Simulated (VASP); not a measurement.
# KTaO3 (Pm-3m) in VASP: notebook

Aim: see how the results for KTaO3 move with the level of theory and the settings. Levels: PBEsol+D4, revPBE, PBEsol, LDA. Tasks: relaxation of cell and atoms, single point.

Program: VASP 6.6.1. These are calculated values, not measurements. Logs are shortened: lines on timing, memory, paths and dates and some standing lists are left out, and cuts for length are marked.

## (1) The cell of the first run

It takes space group Pm-3m (No. 221, cubic). The conventional cell has a = 3.988 Å, b = 3.988 Å, c = 3.988 Å, α = 90.00°, β = 90.00°, γ = 90.00°. Ta (site symmetry m-3m) has 6 O at 1.99 Å within 2.6 Å. K (site symmetry m-3m) has 12 O at 2.82 Å and 8 Ta at 3.45 Å within 3.7 Å. Within 2.6 Å of O (site symmetry 4/mmm) lie 2 Ta at 1.99 Å.

## (2) Relaxation of cell and atoms, PBEsol+D4

INCAR

```
ALGO = Normal
EDIFF = 1E-7
EDIFFG = -0.01
ENCUT = 600
GGA = PS
IBRION = 2
ISIF = 3
ISMEAR = -1
IVDW = 13
LASPH = T
LCHARG = F
LREAL = F
LWAVE = F
NELM = 80
NSW = 60
PREC = Accurate
SIGMA = 0.05
```

KPOINTS

```
k-points
0
Gamma
  7 7 7
```

POSCAR

```
KTaO3
1.0
    3.9883000000      0.0000000000      0.0000000000
    0.0000000000      3.9883000000      0.0000000000
    0.0000000000      0.0000000000      3.9883000000
Ta K O
1 1 3
Direct
    0.0000000000      0.0000000000      0.0000000000
    0.5000000000      0.5000000000      0.5000000000
    0.0000000000      0.0000000000      0.5000000000
    0.0000000000      0.5000000000      0.0000000000
    0.5000000000      0.0000000000      0.0000000000
```

Potentials or basis: VASP PAW PBE potentials, release 64 (Ta_pv, K_sv, O).

Command:

```console
> cat potpaw_PBE.64/Ta_pv/POTCAR potpaw_PBE.64/K_sv/POTCAR potpaw_PBE.64/O/POTCAR > POTCAR
> mpirun -np 1 vasp_std > vasp.out
```

OUTCAR:

```text
EDIFF = 1E-7
   EDIFFG = -0.01
   ENCUT = 600
   GGA = PS
   IBRION = 2
   ISIF = 3
   ISMEAR = -1
   IVDW = 13
   LASPH = T
   LREAL = F
   NELM = 80
   NSW = 60
   PREC = Accurate

 ion  position               nearest neighbor table
   1  0.000  0.000  0.000-   3 1.99   4 1.99   5 1.99   3 1.99   4 1.99   5 1.99   2 3.45   2 3.45
                             2 3.45   2 3.45   2 3.45   2 3.45   2 3.45   2 3.45
   2  0.500  0.500  0.500-   3 2.82   4 2.82   5 2.82   4 2.82   5 2.82   3 2.82   5 2.82   5 2.82
                             3 2.82   4 2.82   4 2.82   3 2.82   1 3.45   1 3.45   1 3.45   1 3.45
   3  0.000  0.000  0.500-   1 1.99   1 1.99   2 2.82   2 2.82   2 2.82   2 2.82
   4  0.000  0.500  0.000-   1 1.99   1 1.99   2 2.82   2 2.82   2 2.82   2 2.82
   5  0.500  0.000  0.000-   1 1.99   1 1.99   2 2.82   2 2.82   2 2.82   2 2.82

  LATTYP: Found a simple cubic cell.
 ALAT       =     3.9883000000

  Lattice vectors:

 A1 = (   3.9883000000,   0.0000000000,   0.0000000000)
 A2 = (   0.0000000000,   3.9883000000,   0.0000000000)
 A3 = (   0.0000000000,   0.0000000000,   3.9883000000)

Analysis of symmetry for initial positions (statically):
=====================================================================
 Subroutine PRICEL returns:
 Original cell was already a primitive cell.

 Routine SETGRP: Setting up the symmetry group for a
 simple cubic supercell.

 Subroutine GETGRP returns: Found 48 space group operations
 (whereof 48 operations were pure point group operations)
 out of a pool of 48 trial point group operations.

The static configuration has the point symmetry O_h .

Analysis of symmetry for dynamics (positions and initial velocities):
=====================================================================
 Subroutine PRICEL returns:
 Original cell was already a primitive cell.

 Routine SETGRP: Setting up the symmetry group for a
 simple cubic supercell.

 Subroutine GETGRP returns: Found 48 space group operations
 (whereof 48 operations were pure point group operations)
 out of a pool of 48 trial point group operations.

The dynamic configuration has the point symmetry O_h .

 Subroutine INISYM returns: Found 48 space group operations
 (whereof 48 operations are pure point group operations),
 and found     1 'primitive' translations

----------------------------------------------------------------------------------------

                                     Primitive cell

  volume of cell :      63.4400

  direct lattice vectors                    reciprocal lattice vectors
[... 54 lines left out ...]
  0.142857  0.142857  0.000000     12.000000
  0.285714  0.142857  0.000000     24.000000
[... 12 lines left out ...]
  0.428571  0.428571  0.285714     24.000000
  0.428571  0.428571  0.428571      8.000000
   k-points           NKPTS =     20   k-points in BZ     NKDIM =     20   number of bands    NBANDS=     23
   number of dos      NEDOS =    301   number of ions     NIONS =      5
   total plane-waves  NPLWV =  32768
   dimension x,y,z NGX =    32 NGY =   32 NGZ =   32
   dimension x,y,z NGXF=    64 NGYF=   64 NGZF=   64
   ions per type =               1   1   3
   NGX,Y,Z   is equivalent  to a cutoff of  13.34, 13.34, 13.34 a.u.
   NGXF,Y,Z  is equivalent  to a cutoff of  26.68, 26.68, 26.68 a.u.
 SYSTEM =  unknown system
   PREC   = accura    normal or accurate (medium, high low for compatibility)
   ISTART =      0    job   : 0-new  1-cont  2-samecut
   ICHARG =      2    charge: 1-file 2-atom 10-const
   ISPIN  =      1    spin polarized calculation?
   LNONCOLLINEAR =      F non collinear calculations
   LSORBIT =      F    spin-orbit coupling
   LASPH  =      T    aspherical Exc in radial PAW
   ENCUT  =  600.0 eV  44.10 Ry    6.64 a.u.   7.97  7.97  7.97*2*pi/ulx,y,z
   NELM   =     80;   NELMIN=  2; NELMDL= -5     # of ELM steps
   EDIFF  = 0.1E-06   stopping-criterion for ELM
   LREAL  =      F    real-space projection
   EDIFFG = -.1E-01   stopping-criterion for IOM
   NSW    =     60    number of steps for IOM
   IBRION =      2    ionic relax: 0-MD 1-quasi-New 2-CG
   NFREE  =      1    steps in history (QN), initial steepest desc. (CG)
   ISIF   =      3    stress and relaxation
   ISYM   =      2    0-nonsym 1-usesym 2-fastsym
   POTIM  = 0.5000    time-step for ionic-motion
   TEBEG  =    0.0;   TEEND  =   0.0 temperature during run
   PSTRESS=    0.0 pullay stress
   NELECT =      38.0000    total number of electrons
   NUPDOWN=      -1.0000    fix difference up-down
   EMIN   =  10.00;   EMAX   =-10.00  energy-range for DOS
   EFERMI =   0.00;   METHOD = LEGACY
   ISMEAR =    -1;   SIGMA  =   0.05  broadening in eV -4-tet -1-fermi 0-gaus
   EFERMI_NEDOS =   21; number of points for ismear=-14 and -15
   IALGO  =     38    algorithm
   IMIX   =      4    mixing-type and parameters
     AMIX     =   0.40;   BMIX     =  1.00
     AMIX_MAG =   1.60;   BMIX_MAG =  1.00
  volume/ion in A,a.u.               =      12.69        85.62
  Fermi-wavevector in a.u.,A,eV,Ry     =   1.380008  2.607837 25.911228  1.904422
  Thomas-Fermi vector in A             =   2.504925
   LORBIT       =      0    0 simple, 1 ext, 2 COOP (PROOUT), +10 PAW based schemes
   GGA     = PS    functional components
   LHFCALC =     F    Hartree Fock is set to
   AEXX    =    0.0000 exact exchange contribution
   IVDW    =    13    specifies the selected vdW correction
   LEPSILON=     F    determine dielectric tensor
   LRPA    =     F    only Hartree local field effects (RPA)
 conjugate gradient relaxation of ions
 non-spin polarized calculation
  energy-cutoff  :      600.00
  volume of cell :       63.44
 maximum number of plane-waves:      2146
 NGX is ok and might be reduce to    32
   NGX = 15   NGY = 15   NGZ = 15

--------------------------------------- Ionic step        1  -------------------------------------------

 number of electron      37.9999990 magnetization

 Free energy of the ion-electron system (eV)
  ---------------------------------------------------
  ext. energy  EPLUGINS =         0.00000000
  ---------------------------------------------------
  free energy    TOTEN  =       -42.92824466 eV

  energy without entropy =      -42.92824466  energy(sigma->0) =      -42.92824466

------------------------ aborting loop because EDIFF is reached ----------------------------------------

  DFT-D4 for vdW energy calculation

  Edisp (eV):   -0.45479
[... 77 lines left out ...]
--------------------------------------- Ionic step        3  -------------------------------------------

 number of electron      37.9999988 magnetization

 Free energy of the ion-electron system (eV)
  ---------------------------------------------------
  ext. energy  EPLUGINS =         0.00000000
  ---------------------------------------------------
  free energy    TOTEN  =       -42.92688383 eV

  energy without entropy =      -42.92688383  energy(sigma->0) =      -42.92688383

 E-fermi :   2.7954     XC(G=0): -11.1666

 val. band max:        1.6368944343   @ k =   0.4286   0.4286   0.4286
 cond. band min:       3.7936859999   @ k =   0.0000   0.0000   0.0000
 fundamental gap:      2.1567915656
 Fermi energy:         2.7953947143

 k-point     1 :       0.0000    0.0000    0.0000
  band No.  band energies     occupation
      1     -32.3431      2.00000
      2     -32.3431      2.00000
      3     -32.3431      2.00000
      4     -25.4159      2.00000
      5     -15.8074      2.00000
      6     -15.0785      2.00000
[... 545 lines left out ...]
  FREE ENERGIE OF THE ION-ELECTRON SYSTEM (eV)
  ---------------------------------------------------
  free  energy   TOTEN  =       -43.3841380974 eV

  energy  without entropy=      -43.3841380973  energy(sigma->0) =      -43.38413810

 reached required accuracy - stopping structural energy minimisation
```

CONTCAR:

```text
KTaO3
   1.00000000000000
     3.9813809640809583    0.0000000000000000    0.0000000000000000
     0.0000000000000000    3.9813809640809583    0.0000000000000000
     0.0000000000000000   -0.0000000000000000    3.9813809640809583
  Ta              K               O
     1     1     3
Direct
     0.0000000000000000    0.0000000000000000    0.0000000000000000
     0.5000000000000000    0.5000000000000000    0.5000000000000000
     0.0000000000000000    0.0000000000000000    0.5000000000000000
     0.0000000000000000    0.5000000000000000    0.0000000000000000
     0.5000000000000000    0.0000000000000000    0.0000000000000000

  0.00000000E+00  0.00000000E+00  0.00000000E+00
  0.00000000E+00  0.00000000E+00  0.00000000E+00
  0.00000000E+00  0.00000000E+00  0.00000000E+00
  0.00000000E+00  0.00000000E+00  0.00000000E+00
  0.00000000E+00  0.00000000E+00  0.00000000E+00
```

Run time: 40 s. Hardware: 1 thread of AMD EPYC 9R45 (Zen 5), shared host; peak memory 0.17 GiB.

Results:

```
Free energy                           : -43.3841 eV
Relaxed volume                        : 12.62 Å³/atom
Relaxed cell                          : a = 3.981 Å, b = 3.981 Å, c = 3.981 Å, α = 90.00°, β = 90.00°, γ = 90.00°
Space group after relaxing (to 0.1 Å) : Pm-3m (No. 221)
Energy gained by relaxing             : 0.2 meV/atom
Ionic steps                           : 3
Pressure after relaxing               : 0.0 GPa
Band gap on the k mesh                : 2.16 eV (least direct gap 2.72 eV)
Dispersion energy per atom            : -0.091 eV
```

The path:
```csv
step,energy change (eV),largest force (eV/Å),pressure (GPa),volume (Å³)
1,0.0000,0.0000,-1.06,63.44
2,0.0009,0.0000,1.45,62.67
3,-0.0011,0.0000,0.00,63.11
```

Final structure:
```cif
data_structure
_symmetry_space_group_name_H-M 'P 1'
_symmetry_Int_Tables_number 1
_cell_length_a 3.9814
_cell_length_b 3.9814
_cell_length_c 3.9814
_cell_angle_alpha 90.000
_cell_angle_beta 90.000
_cell_angle_gamma 90.000
_cell_volume 63.11
loop_
_atom_site_label
_atom_site_type_symbol
_atom_site_fract_x
_atom_site_fract_y
_atom_site_fract_z
_atom_site_occupancy
Ta1 Ta 0.00000 0.00000 0.00000 1
K1 K 0.50000 0.50000 0.50000 1
O1 O 0.00000 0.00000 0.50000 1
O2 O 0.00000 0.50000 0.00000 1
O3 O 0.50000 0.00000 0.00000 1
```

Levels at points of the mesh, in eV from the valence-band top:
```tsv
k point	band 15	band 16	band 17	band 18	band 19	band 20	band 21	band 22	band 23
(0.00, 0.00, 0.00)	-1.02	-1.02	-0.56	-0.56	-0.56	2.16	2.16	2.16	6.55
```

Caveat: the PAW data sets were made with another functional, which shifts forces and pressure a little; spin-orbit coupling is left out, which moves the levels of the heavy elements; an odd mesh through Γ misses points on the zone boundary, where band edges can lie.

## (3) Relaxation of cell and atoms, revPBE

INCAR

```
SYSTEM = KTaO3
PREC = Accurate ; ENCUT = 600
EDIFF = 1E-6 ; ISMEAR = -1
SIGMA = 0.05 ; LREAL = .False.
LASPH = .True. ; NELM = 100
ALGO = Normal ; ISIF = 3
LWAVE = .False. ; LCHARG = .False.
GGA = RE ; IBRION = 2
NSW = 60 ; EDIFFG = -0.01
```

KPOINTS

```
regular mesh
0
Gamma
  7 7 7
  0 0 0
```

POSCAR is that of step 2.

Potentials or basis: VASP PAW PBE potentials, release 64 (Ta_pv, K_sv, O).

Command:

```console
> cat potpaw_PBE.64/Ta_pv/POTCAR potpaw_PBE.64/K_sv/POTCAR potpaw_PBE.64/O/POTCAR > POTCAR
> mpirun -np 1 vasp_std > vasp.out
```

Wall time 39 s (1 thread of AMD EPYC 9R45 (Zen 5), shared host); peak memory 0.18 GiB.

It converged, with:

- Free energy: -39.3582 eV
- Relaxed volume: 13.29 Å³/atom
- Relaxed cell: a = 4.051 Å, b = 4.051 Å, c = 4.051 Å, α = 90.00°, β = 90.00°, γ = 90.00°
- Space group after relaxing (to 0.1 Å): Pm-3m (No. 221)
- Energy gained by relaxing: 16.2 meV/atom
- Ionic steps: 3
- Pressure after relaxing: -0.1 GPa
- Band gap on the k mesh: 2.16 eV (least direct gap 2.74 eV)

The path:
| step | energy change (eV) | largest force (eV/Å) | pressure (GPa) | volume (Å³) |
| --- | --- | --- | --- | --- |
| 1 | 0.0000 | 0.0000 | 9.09 | 63.44 |
| 2 | 0.0312 | 0.0000 | -8.84 | 70.28 |
| 3 | -0.0810 | 0.0000 | -0.09 | 66.46 |

Final structure:
```
Ta K O
1.0
     4.05052    0.00000    0.00000
     0.00000    4.05052    0.00000
     0.00000    0.00000    4.05052
Ta K O
1 1 3
Direct
  0.00000 0.00000 0.00000
  0.50000 0.50000 0.50000
  0.00000 0.00000 0.50000
  0.00000 0.50000 0.00000
  0.50000 0.00000 0.00000
```

Levels at points of the mesh, in eV from the valence-band top:
| k point | band 17 | band 18 | band 19 | band 20 | band 21 | band 22 |
| --- | --- | --- | --- | --- | --- | --- |
| (0.00, 0.00, 0.00) | -0.58 | -0.58 | -0.58 | 2.16 | 2.16 | 2.16 |

Caveat: the PAW data sets were made with another functional, which shifts forces and pressure a little; spin-orbit coupling is left out, which moves the levels of the heavy elements; an odd mesh through Γ misses points on the zone boundary, where band edges can lie. As with any semilocal functional, this revPBE gap is likely too small.

[end of part 1 of 2]
